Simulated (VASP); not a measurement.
# Zr (P2_1/m) in VASP: single point with PBE

Aim: the single point of Zr with PBE.

Program: VASP 6.6.1. These are calculated values, not measurements. Logs are shortened: lines on timing, memory, paths and dates and some standing lists are left out, and cuts for length are marked.

### Step 1. The cell of the first run

It takes space group P2_1/m (No. 11, monoclinic). Conventional cell: a = 3.232 Å, b = 5.147 Å, c = 3.232 Å, α = 90.00°, β = 120.00°, γ = 90.00°. Zr (site symmetry m) has 12 Zr at 2.96 to 3.38 Å within 3.9 Å.

### Step 2. Single point, PBE (atom 1 (Zr) moved by (-0.300, -0.300) A along x and y)

Contents of INCAR:

```
SYSTEM = Zr
PREC     = Accurate       ! precision mode
ENCUT    = 520            ! plane-wave cutoff, eV
EDIFF    = 1E-6           ! SCF threshold, eV
ISMEAR   = 0              ! smearing method
SIGMA    = 0.15           ! smearing width, eV
LREAL    = .False.        ! projectors in reciprocal space
LASPH    = .True.         ! aspherical terms in the spheres
NELM     = 100            ! most SCF steps
ALGO     = Fast           ! electronic algorithm
ISIF     = 2              ! what is computed and relaxed
LWAVE    = .False.        ! write WAVECAR
LCHARG   = .False.        ! write CHGCAR
GGA      = PE             ! functional
NBANDS   = 19             ! bands
```

Contents of KPOINTS:

```
regular mesh
0
Gamma
  18 18 10
  0 0 0
```

Contents of POSCAR:

```
Zr
1.0
    3.2319982225      0.0000000000      0.0000000000
   -1.6159991112      2.7989925657      0.0000000000
    0.0000000000      0.0000000000      5.1470000000
Zr
2
Direct
    0.1869207897      0.5594852459      0.2500000000
    0.6666666667      0.3333333333      0.7500000000
```

Potentials or basis: VASP PAW PBE potentials, release 64 (Zr_sv).

On the command line:

```bash
cat potpaw_PBE.64/Zr_sv/POTCAR > POTCAR
mpirun -np 1 vasp_std > vasp.out
```

OUTCAR:

```text
SYSTEM = Zr
   PREC = Accurate
   ENCUT = 520
   EDIFF = 1E-6
   ISMEAR = 0
   LREAL = .False.
   LASPH = .True.
   NELM = 100
   ISIF = 2
   GGA = PE

 ion  position               nearest neighbor table
   1  0.187  0.559  0.250-   2 2.96   2 2.96   2 3.27   2 3.27   2 3.38   2 3.38
   2  0.667  0.333  0.750-   1 2.96   1 2.96   1 3.27   1 3.27   1 3.38   1 3.38

  LATTYP: Found a hexagonal cell.
 ALAT       =     3.2319982225
 C/A-ratio  =     1.5925132521

  Lattice vectors:

 A1 = (   3.2319982225,   0.0000000000,   0.0000000000)
 A2 = (  -1.6159991112,   2.7989925657,   0.0000000000)
 A3 = (   0.0000000000,   0.0000000000,   5.1470000000)

Analysis of symmetry for initial positions (statically):
=====================================================================
 Subroutine PRICEL returns:
 Original cell was already a primitive cell.

 Routine SETGRP: Setting up the symmetry group for a
 hexagonal supercell.

 Subroutine GETGRP returns: Found  4 space group operations
 (whereof  1 operations were pure point group operations)
 out of a pool of 24 trial point group operations.

The static configuration has the point symmetry C_1 .
 The point group associated with its full space group is C_2h.

Analysis of symmetry for dynamics (positions and initial velocities):
=====================================================================
 Subroutine PRICEL returns:
 Original cell was already a primitive cell.

 Routine SETGRP: Setting up the symmetry group for a
 hexagonal supercell.

 Subroutine GETGRP returns: Found  4 space group operations
 (whereof  1 operations were pure point group operations)
 out of a pool of 24 trial point group operations.

The dynamic configuration has the point symmetry C_1 .
 The point group associated with its full space group is C_2h.

 Subroutine INISYM returns: Found  4 space group operations
 (whereof  1 operations are pure point group operations),
 and found     1 'primitive' translations

----------------------------------------------------------------------------------------

                                     Primitive cell

  volume of cell :      46.5615

  direct lattice vectors                    reciprocal lattice vectors
     3.231998223  0.000000000  0.000000000     0.309406111  0.178635701  0.000000000
    -1.615999111  2.798992566  0.000000000     0.000000000  0.357271403  0.000000000
     0.000000000  0.000000000  5.147000000     0.000000000  0.000000000  0.194287935

  length of vectors
     3.231998223  3.231998222  5.147000000     0.357271403  0.357271403  0.194287935

  position of ions in fractional coordinates (direct lattice)
     0.186920790  0.559485246  0.250000000
     0.666666667  0.333333333  0.750000000

  ion indices of the primitive-cell ions
   primitive index   ion index
                 1           1
                 2           2

----------------------------------------------------------------------------------------

 KPOINTS: regular mesh

Automatic generation of k-mesh.
 Grid dimensions read from file:
 generate k-points for:   18   18   10

 Generating k-lattice:

  Cartesian coordinates                     Fractional coordinates (reciprocal lattice)
     0.017189228  0.009924206  0.000000000     0.055555556  0.000000000  0.000000000
     0.000000000  0.019848411  0.000000000     0.000000000  0.055555556  0.000000000
     0.000000000  0.000000000  0.019428793     0.000000000  0.000000000  0.100000000

  Length of vectors
     0.019848411  0.019848411  0.019428793

  Shift w.r.t. Gamma in fractional coordinates (k-lattice)
     0.000000000  0.000000000  0.000000000

 Subroutine IBZKPT returns following result:
 ===========================================

 Found    984 irreducible k-points:

 Following reciprocal coordinates:
            Coordinates               Weight
  0.000000  0.000000  0.000000      1.000000
  0.055556 -0.000000  0.000000      2.000000
  0.000000  0.055556  0.000000      2.000000
 -0.055556  0.055556  0.000000      2.000000
  0.111111 -0.000000  0.000000      2.000000
  0.000000  0.111111  0.000000      2.000000
[... 16 lines left out ...]
  0.444444  0.000000  0.000000      2.000000
  0.000000  0.444444  0.000000      2.000000
 [... further k-points ...]
   k-points           NKPTS =    984   k-points in BZ     NKDIM =    984   number of bands    NBANDS=     19
   number of dos      NEDOS =    301   number of ions     NIONS =      2
   total plane-waves  NPLWV =  23040
   dimension x,y,z NGX =    24 NGY =   24 NGZ =   40
   dimension x,y,z NGXF=    48 NGYF=   48 NGZF=   80
   ions per type =               2
   NGX,Y,Z   is equivalent  to a cutoff of  12.35, 12.35, 12.92 a.u.
   NGXF,Y,Z  is equivalent  to a cutoff of  24.69, 24.69, 25.84 a.u.
 SYSTEM =  Zr
   PREC   = accura    normal or accurate (medium, high low for compatibility)
   ISTART =      0    job   : 0-new  1-cont  2-samecut
   ICHARG =      2    charge: 1-file 2-atom 10-const
   ISPIN  =      1    spin polarized calculation?
   LNONCOLLINEAR =      F non collinear calculations
   LSORBIT =      F    spin-orbit coupling
   LASPH  =      T    aspherical Exc in radial PAW
   ENCUT  =  520.0 eV  38.22 Ry    6.18 a.u.   6.01  6.01  9.57*2*pi/ulx,y,z
   NELM   =    100;   NELMIN=  2; NELMDL= -5     # of ELM steps
   EDIFF  = 0.1E-05   stopping-criterion for ELM
   LREAL  =      F    real-space projection
   EDIFFG = 0.1E-04   stopping-criterion for IOM
   NSW    =      0    number of steps for IOM
   IBRION =     -1    ionic relax: 0-MD 1-quasi-New 2-CG
   NFREE  =      0    steps in history (QN), initial steepest desc. (CG)
   ISIF   =      2    stress and relaxation
   ISYM   =      2    0-nonsym 1-usesym 2-fastsym
   POTIM  = 0.5000    time-step for ionic-motion
   TEBEG  =    0.0;   TEEND  =   0.0 temperature during run
   PSTRESS=    0.0 pullay stress
   NELECT =      24.0000    total number of electrons
   NUPDOWN=      -1.0000    fix difference up-down
   EMIN   =  10.00;   EMAX   =-10.00  energy-range for DOS
   EFERMI =   0.00;   METHOD = LEGACY
   ISMEAR =     0;   SIGMA  =   0.15  broadening in eV -4-tet -1-fermi 0-gaus
   EFERMI_NEDOS =   21; number of points for ismear=-14 and -15
   IALGO  =     68    algorithm
   IMIX   =      4    mixing-type and parameters
     AMIX     =   0.40;   BMIX     =  1.00
     AMIX_MAG =   1.60;   BMIX_MAG =  1.00
  volume/ion in A,a.u.               =      23.28       157.11
  Fermi-wavevector in a.u.,A,eV,Ry     =   1.312612  2.480476 23.442147  1.722949
  Thomas-Fermi vector in A             =   2.442992
   LORBIT       =      0    0 simple, 1 ext, 2 COOP (PROOUT), +10 PAW based schemes
   GGA     = PE    functional components
   LHFCALC =     F    Hartree Fock is set to
   AEXX    =    0.0000 exact exchange contribution
   IVDW    =     0    specifies the selected vdW correction
   LEPSILON=     F    determine dielectric tensor
   LRPA    =     F    only Hartree local field effects (RPA)
 non-spin polarized calculation
 RMM-DIIS sequential band-by-band and
 Gauss-broadening in eV      SIGMA  =   0.15
  energy-cutoff  :      520.00
  volume of cell :       46.56
 maximum number of plane-waves:      1284
   NGX = 13   NGY = 13   NGZ = 19

 number of electron      24.0000000 magnetization

 Free energy of the ion-electron system (eV)
  ---------------------------------------------------
  ext. energy  EPLUGINS =         0.00000000
  ---------------------------------------------------
  free energy    TOTEN  =       -16.97305007 eV

  energy without entropy =      -16.94638466  energy(sigma->0) =      -16.95971737

 E-fermi :   8.8484     XC(G=0): -11.0769

 val. band max:        8.8481737252   @ k =  -0.2222   0.1111   0.0000
 cond. band min:       8.8502322829   @ k =  -0.0556   0.0556   0.4000
 fundamental gap:      0.0020585577
 Fermi energy:         8.8483861088

 k-point     1 :       0.0000    0.0000    0.0000
  band No.  band energies     occupation
      1     -39.8667      2.00000
      2     -39.6885      2.00000
      3     -18.4482      2.00000
      4     -17.5605      2.00000
      5     -17.4441      2.00000
      6     -17.4413      2.00000
[... 11 lines left out ...]
     18      12.1780      0.00000
     19      12.2556      0.00000

 k-point     2 :       0.0556   -0.0000    0.0000
  band No.  band energies     occupation
      1     -39.8630      2.00000
      2     -39.6872      2.00000
      3     -18.4379      2.00000
      4     -17.5799      2.00000
      5     -17.4662      2.00000
      6     -17.4299      2.00000
[... 11 lines left out ...]
     18      11.8038      0.00000
     19      12.6190      0.00000

 k-point     3 :       0.0000    0.0556    0.0000
  band No.  band energies     occupation
      1     -39.8636      2.00000
      2     -39.6866      2.00000
      3     -18.4409      2.00000
      4     -17.5681      2.00000
      5     -17.4751      2.00000
      6     -17.4489      2.00000
[... 11 lines left out ...]
     18      11.9822      0.00000
     19      12.6668      0.00000

 k-point     4 :      -0.0556    0.0556    0.0000
  band No.  band energies     occupation
      1     -39.8634      2.00000
      2     -39.6869      2.00000
      3     -18.4396      2.00000
      4     -17.5730      2.00000
      5     -17.4631      2.00000
      6     -17.4518      2.00000
[... 11 lines left out ...]
     18      12.0331      0.00000
     19      12.4885      0.00000

 k-point     5 :       0.1111   -0.0000    0.0000
  band No.  band energies     occupation
      1     -39.8523      2.00000
      2     -39.6834      2.00000
      3     -18.4074      2.00000
      4     -17.6358      2.00000
      5     -17.4990      2.00000
      6     -17.4391      2.00000
[... 11 lines left out ...]
     18      11.3865      0.00000
     19      12.9951      0.00000
[... 334 lines left out ...]
      2     -39.6367      2.00000
      3     -18.2132      2.00000
      4     -18.1430      2.00000
      5     -17.9403      2.00000
      6     -17.7049      2.00000
[... 11 lines left out ...]
     18      13.6292      0.00000
     19      13.7673      0.00000

 k-point    22 :      -0.3889    0.3889    0.0000
  band No.  band energies     occupation
      1     -39.7612      2.00000
      2     -39.6462      2.00000
      3     -18.1565      2.00000
      4     -18.1334      2.00000
      5     -17.9667      2.00000
      6     -17.6717      2.00000
[... 11 lines left out ...]
     18      13.3355      0.00000
     19      13.6030      0.00000

 k-point    23 :       0.4444    0.0000    0.0000
  band No.  band energies     occupation
      1     -39.7282      2.00000
      2     -39.6642      2.00000
      3     -18.1608      2.00000
      4     -18.0606      2.00000
      5     -17.9860      2.00000
      6     -17.7016      2.00000
[... 11 lines left out ...]
     18      14.1218      0.00000
     19      14.2292      0.00000

 k-point    24 :       0.0000    0.4444    0.0000
  band No.  band energies     occupation
      1     -39.7611      2.00000
      2     -39.6319      2.00000
      3     -18.2053      2.00000
      4     -18.1868      2.00000
      5     -17.9893      2.00000
      6     -17.7205      2.00000
[... 11 lines left out ...]
     18      13.9548      0.00000
     19      14.0390      0.00000

 [... further k-points ...]
[... 5 lines left out ...]
  --------------------------------------------------------------------------------------
  -------------------------------------------------------------------------------------
  Total        0.1533533     -0.7556134      0.2846965      0.6430735      0.0000000      0.0000000
  in kB        5.2768735    -26.0005892      9.7963803     22.1281012      0.0000000      0.0000000
  external PRESSURE =      -3.6424451 kB  Pullay stress =       0.0000000 kB

 VOLUME and BASIS-vectors are now :
 -----------------------------------------------------------------------------
  energy-cutoff  :      520.00
  volume of cell :       46.56
      direct lattice vectors                 reciprocal lattice vectors
     3.231998223  0.000000000  0.000000000     0.309406111  0.178635701  0.000000000
    -1.615999111  2.798992566  0.000000000     0.000000000  0.357271403  0.000000000
     0.000000000  0.000000000  5.147000000     0.000000000  0.000000000  0.194287935

 POSITION                                       TOTAL-FORCE (eV/Angst)
 -----------------------------------------------------------------------------------
     -0.30000      1.56600      1.28675         0.276985      0.217121     -0.000000
      1.61600      0.93300      3.86025        -0.276985     -0.217121      0.000000
 -----------------------------------------------------------------------------------
    total drift:                                0.000000      0.000000     -0.000000

  FREE ENERGIE OF THE ION-ELECTRON SYSTEM (eV)
  ---------------------------------------------------
  free  energy   TOTEN  =       -16.9730500726 eV

  energy  without entropy=      -16.9463846584  energy(sigma->0) =      -16.95971737
```

Wall time 23 min (1 thread of AMD EPYC 7R13, shared host); peak memory 0.7 GiB.

What came out:

| Property | Result |
| --- | --- |
| Free energy | -16.9731 eV |
| Pressure | -0.4 GPa |
| Largest force | 0.352 eV/Å |
| Band gap on the k mesh | zero (band 12 reaches 9.85 eV, above the bottom of band 13 at 8.42 eV) |

Forces in eV/Å, atoms in the order of the input:
```
Zr   0.277  0.217  0.000
Zr  -0.277 -0.217  0.000
```

Stress tensor (GPa, compression positive):
```
 0.53  2.21  0.00
 2.21 -2.60  0.00
 0.00  0.00  0.98
```

Levels at points of the mesh, in eV from the Fermi level:
```
           k point  band 10  band 11  band 12  band 13  band 14  band 15
(0.00, 0.00, 0.00)    -2.83     0.53     0.92     1.28     1.29     1.42
(0.50, 0.00, 0.00)    -1.87    -1.11    -0.35    -0.32     0.85     1.23
(0.00, 0.50, 0.00)    -2.44    -2.34     0.16     0.74     1.56     2.03
(0.50, 0.50, 0.00)    -2.21    -2.16     0.05     1.03     1.16     1.33
(0.00, 0.00, 0.50)    -3.81     0.07     0.07     0.81     0.81     1.23
(0.50, 0.00, 0.50)    -2.89    -0.95    -0.95     1.89     1.89     2.45
(0.00, 0.50, 0.50)    -2.51    -1.19    -1.19     1.44     1.44     2.83
(0.50, 0.50, 0.50)    -2.67    -1.20    -1.20     1.59     1.59     3.00
```

Caveat: the cell differs from its parent crystal (atom 1 (Zr) moved by (-0.300, -0.300) A along x and y).
